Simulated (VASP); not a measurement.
# SnF5 (R32) in VASP: further runs

The runs below take SnF5 through single point, relaxation of cell and atoms, with PBE.

Everything below comes from runs of VASP 6.6.1. Logs are shortened: lines on timing, memory, paths and dates and some standing lists are left out, and cuts for length are marked.

**1. The cell of the first run**

It takes space group R32 (No. 155, trigonal). Conventional cell: a = 4.642 Å, b = 4.642 Å, c = 13.094 Å, α = 90.00°, β = 90.00°, γ = 120.00°. Sn (site symmetry 32) has 12 F at 2.68 to 2.69 Å within 3.5 Å. F (site symmetry 2) has 10 F at 2.60 to 2.72 Å and 2 Sn at 2.69 Å within 3.4 Å. F (site symmetry 3) has 9 F at 2.67 to 2.68 Å and 3 Sn at 2.68 Å within 3.5 Å.

The cell was generated, and may not be a known phase.

**2. Single point, PBE**

The input, INCAR:

```
PREC = Accurate ; ENCUT = 520
EDIFF = 1E-6 ; ISMEAR = 0
SIGMA = 0.1 ; LREAL = F
LASPH = T ; NELM = 80
ALGO = Normal ; ISIF = 2
LWAVE = F ; LCHARG = F
GGA = PE ; NBANDS = 34
```

The input, KPOINTS:

```
Automatic mesh
0
Gamma
  6 6 6
```

The input, POSCAR:

```
SnF5
1.0
    2.3210072200      1.3400341500      4.3645910400
   -2.3210072200      1.3400341500      4.3645910400
    0.0000000000     -2.6800682900      4.3645910400
Sn F
1 5
Direct
    0.0000000000      0.0000000000      0.0000000000
    0.1766445000      0.5000000000      0.8233555000
    0.5000000000      0.8233555000      0.1766445000
    0.8233555000      0.1766445000      0.5000000000
    0.3313960100      0.3313960100      0.3313960100
    0.6686039900      0.6686039900      0.6686039900
```

Potentials or basis: VASP PAW PBE potentials, release 64 (Sn_d, F).

The run is started by

```bash
> cat potpaw_PBE.64/Sn_d/POTCAR potpaw_PBE.64/F/POTCAR > POTCAR
> mpirun -np 1 vasp_std > vasp.out
```

OUTCAR:

```text
PREC = Accurate
   ENCUT = 520
   EDIFF = 1E-6
   ISMEAR = 0
   LREAL = F
   LASPH = T
   NELM = 80
   ISIF = 2
   GGA = PE

 ion  position               nearest neighbor table
   1  0.000  0.000  0.000-   6 2.68   6 2.68   5 2.68   5 2.68   6 2.68   5 2.68   3 2.69   2 2.69
                             4 2.69   4 2.69   3 2.69   2 2.69
   2  0.177  0.500  0.823-   1 2.69   1 2.69
   3  0.500  0.823  0.177-   1 2.69   1 2.69
   4  0.823  0.177  0.500-   1 2.69   1 2.69
   5  0.331  0.331  0.331-   1 2.68   1 2.68   1 2.68
   6  0.669  0.669  0.669-   1 2.68   1 2.68   1 2.68

  LATTYP: Found a trigonal (rhomboedric) cell.
 ALAT       =     5.1217595595
 COS(alpha) =     0.5892811770

  Lattice vectors:

 A1 = (   2.3210072200,   1.3400341500,   4.3645910400)
 A2 = (  -2.3210072200,   1.3400341500,   4.3645910400)
 A3 = (   0.0000000000,  -2.6800682900,   4.3645910400)

Analysis of symmetry for initial positions (statically):
=====================================================================
 Subroutine PRICEL returns:
 Original cell was already a primitive cell.

 Routine SETGRP: Setting up the symmetry group for a
 trigonal (rhombohedral) supercell.

 Subroutine GETGRP returns: Found  6 space group operations
 (whereof  6 operations were pure point group operations)
 out of a pool of 12 trial point group operations.

The static configuration has the point symmetry D_3 .

Analysis of symmetry for dynamics (positions and initial velocities):
=====================================================================
 Subroutine PRICEL returns:
 Original cell was already a primitive cell.

 Routine SETGRP: Setting up the symmetry group for a
 trigonal (rhombohedral) supercell.

 Subroutine GETGRP returns: Found  6 space group operations
 (whereof  6 operations were pure point group operations)
 out of a pool of 12 trial point group operations.

The dynamic configuration has the point symmetry D_3 .

 Subroutine INISYM returns: Found  6 space group operations
 (whereof  6 operations are pure point group operations),
 and found     1 'primitive' translations

----------------------------------------------------------------------------------------

                                     Primitive cell

  volume of cell :      81.4493

  direct lattice vectors                    reciprocal lattice vectors
     2.321007220  1.340034150  4.364591040     0.215423716  0.124374940  0.076372180
    -2.321007220  1.340034150  4.364591040    -0.215423716  0.124374940  0.076372180
     0.000000000 -2.680068290  4.364591040     0.000000000 -0.248749880  0.076372180

  length of vectors
     5.121759559  5.121759559  5.121759560     0.260209940  0.260209940  0.260209940

  position of ions in fractional coordinates (direct lattice)
     0.000000000  0.000000000  0.000000000
     0.176644500  0.500000000  0.823355500
     0.500000000  0.823355500  0.176644500
     0.823355500  0.176644500  0.500000000
     0.331396010  0.331396010  0.331396010
     0.668603990  0.668603990  0.668603990

  ion indices of the primitive-cell ions
   primitive index   ion index
                 1           1
                 2           2
                 3           3
                 4           4
                 5           5
                 6           6

----------------------------------------------------------------------------------------

 KPOINTS: Automatic mesh

Automatic generation of k-mesh.
 Grid dimensions read from file:
 generate k-points for:    6    6    6

 Generating k-lattice:

  Cartesian coordinates                     Fractional coordinates (reciprocal lattice)
     0.035903953  0.020729157  0.012728697     0.166666667  0.000000000  0.000000000
    -0.035903953  0.020729157  0.012728697     0.000000000  0.166666667  0.000000000
     0.000000000 -0.041458313  0.012728697     0.000000000  0.000000000  0.166666667

  Length of vectors
     0.043368323  0.043368323  0.043368323

  Shift w.r.t. Gamma in fractional coordinates (k-lattice)
     0.000000000  0.000000000  0.000000000

 Subroutine IBZKPT returns following result:
 ===========================================

 Found     32 irreducible k-points:

 Following reciprocal coordinates:
            Coordinates               Weight
  0.000000  0.000000  0.000000      1.000000
  0.166667 -0.000000  0.000000      6.000000
  0.333333 -0.000000 -0.000000      6.000000
  0.500000  0.000000  0.000000      3.000000
  0.166667  0.166667  0.000000      6.000000
  0.333333  0.166667  0.000000     12.000000
[... 16 lines left out ...]
  0.500000  0.500000  0.166667      6.000000
 -0.333333  0.500000  0.166667     12.000000
 [... further k-points ...]
   k-points           NKPTS =     32   k-points in BZ     NKDIM =     32   number of bands    NBANDS=     34
   number of dos      NEDOS =    301   number of ions     NIONS =      6
   total plane-waves  NPLWV =  64000
   dimension x,y,z NGX =    40 NGY =   40 NGZ =   40
   dimension x,y,z NGXF=    80 NGYF=   80 NGZF=   80
   ions per type =               1   5
   NGX,Y,Z   is equivalent  to a cutoff of  12.98, 12.98, 12.98 a.u.
   NGXF,Y,Z  is equivalent  to a cutoff of  25.97, 25.97, 25.97 a.u.
 SYSTEM =  unknown system
   PREC   = accura    normal or accurate (medium, high low for compatibility)
   ISTART =      0    job   : 0-new  1-cont  2-samecut
   ICHARG =      2    charge: 1-file 2-atom 10-const
   ISPIN  =      1    spin polarized calculation?
   LNONCOLLINEAR =      F non collinear calculations
   LSORBIT =      F    spin-orbit coupling
   LASPH  =      T    aspherical Exc in radial PAW
   ENCUT  =  520.0 eV  38.22 Ry    6.18 a.u.   9.52  9.52  9.52*2*pi/ulx,y,z
   NELM   =     80;   NELMIN=  2; NELMDL= -5     # of ELM steps
   EDIFF  = 0.1E-05   stopping-criterion for ELM
   LREAL  =      F    real-space projection
   EDIFFG = 0.1E-04   stopping-criterion for IOM
   NSW    =      0    number of steps for IOM
   IBRION =     -1    ionic relax: 0-MD 1-quasi-New 2-CG
   NFREE  =      0    steps in history (QN), initial steepest desc. (CG)
   ISIF   =      2    stress and relaxation
   ISYM   =      2    0-nonsym 1-usesym 2-fastsym
   POTIM  = 0.5000    time-step for ionic-motion
   TEBEG  =    0.0;   TEEND  =   0.0 temperature during run
   PSTRESS=    0.0 pullay stress
   NELECT =      49.0000    total number of electrons
   NUPDOWN=      -1.0000    fix difference up-down
   EMIN   =  10.00;   EMAX   =-10.00  energy-range for DOS
   EFERMI =   0.00;   METHOD = LEGACY
   ISMEAR =     0;   SIGMA  =   0.10  broadening in eV -4-tet -1-fermi 0-gaus
   EFERMI_NEDOS =   21; number of points for ismear=-14 and -15
   IALGO  =     38    algorithm
   IMIX   =      4    mixing-type and parameters
     AMIX     =   0.40;   BMIX     =  1.00
     AMIX_MAG =   1.60;   BMIX_MAG =  1.00
  volume/ion in A,a.u.               =      13.57        91.61
  Fermi-wavevector in a.u.,A,eV,Ry     =   1.382010  2.611620 25.986464  1.909951
  Thomas-Fermi vector in A             =   2.506741
   LORBIT       =      0    0 simple, 1 ext, 2 COOP (PROOUT), +10 PAW based schemes
   GGA     = PE    functional components
   LHFCALC =     F    Hartree Fock is set to
   AEXX    =    0.0000 exact exchange contribution
   IVDW    =     0    specifies the selected vdW correction
   LEPSILON=     F    determine dielectric tensor
   LRPA    =     F    only Hartree local field effects (RPA)
 non-spin polarized calculation
 Gauss-broadening in eV      SIGMA  =   0.10
  energy-cutoff  :      520.00
  volume of cell :       81.45
 maximum number of plane-waves:      2215
 NGX is ok and might be reduce to    40
   NGX = 19   NGY = 19   NGZ = 19

 number of electron      48.9999987 magnetization

 Free energy of the ion-electron system (eV)
  ---------------------------------------------------
  ext. energy  EPLUGINS =         0.00000000
  ---------------------------------------------------
  free energy    TOTEN  =       -18.16964395 eV

  energy without entropy =      -18.11214269  energy(sigma->0) =      -18.14089332

 E-fermi :  -0.4710     XC(G=0):  -9.8305

 val. band max:       -0.4751031175   @ k =   0.5000   0.3333   0.1667
 cond. band min:      -0.4632196172   @ k =   0.3333   0.1667   0.0000
 fundamental gap:      0.0118835003
 Fermi energy:        -0.4710444535

 k-point     1 :       0.0000    0.0000    0.0000
  band No.  band energies     occupation
      1     -21.3906      2.00000
      2     -21.3202      2.00000
      3     -21.3202      2.00000
      4     -21.2985      2.00000
      5     -21.2985      2.00000
      6     -21.1384      2.00000
[... 26 lines left out ...]
     33      15.2130      0.00000
     34      15.8796      0.00000

 k-point     2 :       0.1667   -0.0000    0.0000
  band No.  band energies     occupation
      1     -21.3720      2.00000
      2     -21.3276      2.00000
      3     -21.3215      2.00000
      4     -21.3103      2.00000
      5     -21.2980      2.00000
      6     -21.0782      2.00000
[... 26 lines left out ...]
     33      15.1405      0.00000
     34      15.4726      0.00000

 k-point     3 :       0.3333   -0.0000   -0.0000
  band No.  band energies     occupation
      1     -21.3728      2.00000
      2     -21.3367      2.00000
      3     -21.3284      2.00000
      4     -21.3030      2.00000
      5     -21.2957      2.00000
      6     -20.9134      2.00000
[... 26 lines left out ...]
     33      15.1633      0.00000
     34      16.1920      0.00000
[... 704 lines left out ...]
 k-point    23 :       0.5000    0.5000    0.1667
  band No.  band energies     occupation
      1     -21.3830      2.00000
      2     -21.3398      2.00000
      3     -21.3053      2.00000
      4     -21.2991      2.00000
      5     -21.2920      2.00000
      6     -20.7133      2.00000
[... 26 lines left out ...]
     33      15.9359      0.00000
     34      16.1480      0.00000

 k-point    24 :      -0.3333    0.5000    0.1667
  band No.  band energies     occupation
      1     -21.3866      2.00000
      2     -21.3387      2.00000
      3     -21.3214      2.00000
      4     -21.3015      2.00000
      5     -21.2879      2.00000
      6     -20.6113      2.00000
[... 26 lines left out ...]
     33      15.7663      0.00000
     34      16.5301      0.00000

 [... further k-points ...]
[... 5 lines left out ...]
  --------------------------------------------------------------------------------------
  -------------------------------------------------------------------------------------
  Total       -8.3541855     -8.3541856     -8.3685795      0.0000000     -0.0000000     -0.0000000
  in kB     -164.3340411   -164.3340419   -164.6171825      0.0000000     -0.0000001     -0.0000000
  external PRESSURE =    -164.4284218 kB  Pullay stress =       0.0000000 kB

 VOLUME and BASIS-vectors are now :
 -----------------------------------------------------------------------------
  energy-cutoff  :      520.00
  volume of cell :       81.45
      direct lattice vectors                 reciprocal lattice vectors
     2.321007220  1.340034150  4.364591040     0.215423716  0.124374940  0.076372180
    -2.321007220  1.340034150  4.364591040    -0.215423716  0.124374940  0.076372180
     0.000000000 -2.680068290  4.364591040     0.000000000 -0.248749880  0.076372180

 POSITION                                       TOTAL-FORCE (eV/Angst)
 -----------------------------------------------------------------------------------
      0.00000      0.00000      0.00000        -0.000000     -0.000000      0.000000
     -0.75051     -1.29992      6.54689        -0.263531     -0.456450      0.000000
     -0.75051      1.29992      6.54689        -0.263531      0.456450      0.000000
      1.50102      0.00000      6.54689         0.527063      0.000000     -0.000000
      0.00000      0.00000      4.33922        -0.000000      0.000000      0.059395
      0.00000      0.00000      8.75455        -0.000000     -0.000000     -0.059395
 -----------------------------------------------------------------------------------
    total drift:                               -0.000000      0.000000     -0.000000

  FREE ENERGIE OF THE ION-ELECTRON SYSTEM (eV)
  ---------------------------------------------------
  free  energy   TOTEN  =       -18.1696439496 eV

  energy  without entropy=      -18.1121426890  energy(sigma->0) =      -18.14089332
```

It took 3.3 min on 1 thread of Oxide Virtual Turin-like, shared host; peak memory 0.23 GiB.

Results:

| Item | Value |
| --- | --- |
| Free energy | -18.1696 eV |
| Pressure | -16.4 GPa |
| Largest force | 0.527 eV/Å |
| Band gap on the k mesh | zero (an odd number of electrons rules out a gap without spin polarisation) |

Forces on the atoms (eV/Å):
```
Sn   0.000  0.000  0.000
F   -0.264 -0.456  0.000
F   -0.264  0.456  0.000
F    0.527  0.000  0.000
F    0.000  0.000  0.059
F    0.000  0.000 -0.059
```

Caveat: the cell stands under tension; spin-orbit coupling is left out, which moves the levels of the heavy elements; an odd number of electrons without spin polarisation forces a metal; a magnetic or distorted state may lie lower.

**3. Relaxation of cell and atoms, PBE**

The input, INCAR:

```
PREC = Accurate ; ENCUT = 600
EDIFF = 1E-6 ; ISMEAR = 0
SIGMA = 0.1 ; LREAL = False
LASPH = True ; NELM = 80
ALGO = Normal ; ISIF = 3
LWAVE = False ; LCHARG = False
GGA = PE ; IBRION = 2
NSW = 90 ; EDIFFG = -0.04
```

KPOINTS is that of step 2.

POSCAR is that of step 2.

Potentials or basis: VASP PAW PBE potentials, release 64 (Sn_d, F).

The run is started by

```bash
> cat potpaw_PBE.64/Sn_d/POTCAR potpaw_PBE.64/F/POTCAR > POTCAR
> mpirun -np 1 vasp_std > vasp.out
```

Wall time 42 min (1 thread of Oxide Virtual Turin-like, shared host); peak memory 0.28 GiB.

Results (log left out):

```yaml
Free_energy: -20.3180 eV
Relaxed_volume: 10.02 Å³/atom
Relaxed_cell: a = 4.507 Å, b = 4.507 Å, c = 4.507 Å, α = 56.89°, β = 56.89°, γ = 56.89°
Space_group_after_relaxing_to_0.1_Å: R32 (No. 155)
Energy_gained_by_relaxing: 357.5 meV/atom
Ionic_steps: 19
Pressure_after_relaxing: 0.0 GPa
Largest_force_after_relaxing: 0.010 eV/Å
Band_gap_on_the_k_mesh: zero (an odd number of electrons rules out a gap without spin polarisation)
```

Forces on the atoms (eV/Å):
```
Sn   0.000  0.000  0.000
F   -0.005 -0.008  0.000
F   -0.005  0.008  0.000
F    0.010  0.000  0.000
F    0.000  0.000  0.004
F    0.000  0.000 -0.004
```

Step by step:
| step | energy change (eV) | largest force (eV/Å) | pressure (GPa) | volume (Å³) |
| --- | --- | --- | --- | --- |
| 1 | 0.0000 | 0.5269 | -16.46 | 81.45 |
| 2 | -1.4882 | 0.5845 | -11.43 | 66.09 |
| 3 | -1.8300 | 0.5270 | -1.15 | 58.80 |
| 4 | -1.8336 | 0.5104 | 1.06 | 57.78 |
| 5 | -1.8338 | 0.5177 | 0.12 | 58.20 |
| 6 | -1.8811 | 0.3804 | 0.28 | 58.15 |
| 7 | -1.9726 | 0.3568 | 1.23 | 58.01 |
| 8 | -1.9909 | 0.3589 | 5.14 | 57.70 |
| 9 | -2.0046 | 0.3685 | 3.44 | 57.82 |
| 10 | -2.0437 | 0.2378 | 0.22 | 59.35 |
| 11 | -2.0534 | 0.1366 | -2.15 | 60.65 |
| 12 | -2.0789 | 0.1158 | -1.85 | 60.53 |
| 13 | -2.1278 | 0.1400 | -0.66 | 60.11 |
| 14 | -2.1326 | 0.2544 | 0.05 | 59.88 |
| 15 | -2.1329 | 0.2281 | -0.12 | 59.93 |
| 16 | -2.1434 | 0.0621 | 0.50 | 59.77 |
| 17 | -2.1439 | 0.0109 | 0.72 | 59.71 |
| 18 | -2.1440 | 0.0188 | -0.72 | 60.47 |
| 19 | -2.1449 | 0.0096 | 0.02 | 60.09 |

Final structure:
```cif
data_structure
_symmetry_space_group_name_H-M 'P 1'
_symmetry_Int_Tables_number 1
_cell_length_a 4.5069
_cell_length_b 4.5069
_cell_length_c 4.5069
_cell_angle_alpha 56.894
_cell_angle_beta 56.894
_cell_angle_gamma 56.894
_cell_volume 60.09
loop_
_atom_site_label
_atom_site_type_symbol
_atom_site_fract_x
_atom_site_fract_y
_atom_site_fract_z
_atom_site_occupancy
Sn1 Sn 0.00000 0.00000 0.00000 1
F1 F 0.06831 0.50000 0.93169 1
F2 F 0.50000 0.93169 0.06831 1
F3 F 0.93169 0.06831 0.50000 1
F4 F 0.35749 0.35749 0.35749 1
F5 F 0.64251 0.64251 0.64251 1
```

Levels at points of the mesh, in eV from the Fermi level:
```
           k point  band 21  band 22  band 23  band 24  band 25  band 26  band 27  band 28
(0.00, 0.00, 0.00)    -1.23    -1.23    -0.28    -0.10     0.16     0.16     8.97     8.97
(0.50, 0.00, 0.00)    -1.28    -0.77    -0.49    -0.44    -0.02     1.94     6.93     9.43
(0.50, 0.50, 0.00)    -1.29    -0.93    -0.85    -0.35     0.01     2.47     7.32     8.42
(0.50, 0.50, 0.50)    -1.48    -0.80    -0.57     0.04     0.04     2.48     7.76     7.76
```

Caveat: the volume moved by over 15 % at a fixed basis, so the end points are rough; spin-orbit coupling is left out, which moves the levels of the heavy elements; an odd number of electrons without spin polarisation forces a metal; a magnetic or distorted state may lie lower.
